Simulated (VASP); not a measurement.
Set up this calculation in VASP 6.6.1, as the native input.

```
Task                   : single point
Functional             : PBE
Potentials or basis    : VASP PAW PBE potentials, release 64 (C)
Cutoff                 : 520 eV
k mesh                 : 13 × 13 × 13
Occupations            : gaussian, width 0.011 eV
Spin                   : no spin polarisation
Dipole correction      : no
Further INCAR settings : ALGO = Normal; EDIFF = 1e-06; NBANDS = 11
```

The structure of C lies in POSCAR:

```
C
1.0
    0.0000000000      1.7833700000      1.7833700000
    1.7833700000      0.0000000000      1.7833700000
    1.7833700000      1.7833700000      0.0000000000
C
2
Direct
    0.7500000000      0.7500000000      0.7500000000
    0.5000000000      0.5000000000      0.5000000000
```

The input as run:

INCAR

```
  PREC = Accurate
  ENCUT = 520
  EDIFF = 1E-6
  ISMEAR = 0
  SIGMA = 0.011
  LREAL = False
  LASPH = True
  NELM = 100
  ALGO = Normal
  ISIF = 2
  LWAVE = False
  LCHARG = False
  GGA = PE
  NBANDS = 11
```

KPOINTS

```
regular mesh
0
Gamma
  13 13 13
```

Potentials or basis: VASP PAW PBE potentials, release 64 (C).

Command:

```sh
$ cat potpaw_PBE.64/C/POTCAR > POTCAR
$ mpirun -np 1 vasp_std > vasp.out
```

It gave:

The pressure is 2.5 GPa and the band gap on the k mesh is 4.14 eV (least direct gap 5.59 eV).

Caveat: an odd mesh through Γ misses points on the zone boundary, where band edges can lie.

Run time: 7.9 s on 1 thread of Intel(R) Xeon(R) Platinum 8488C (Sapphire Rapids), with other jobs on the host, peak memory 0.12 GiB.
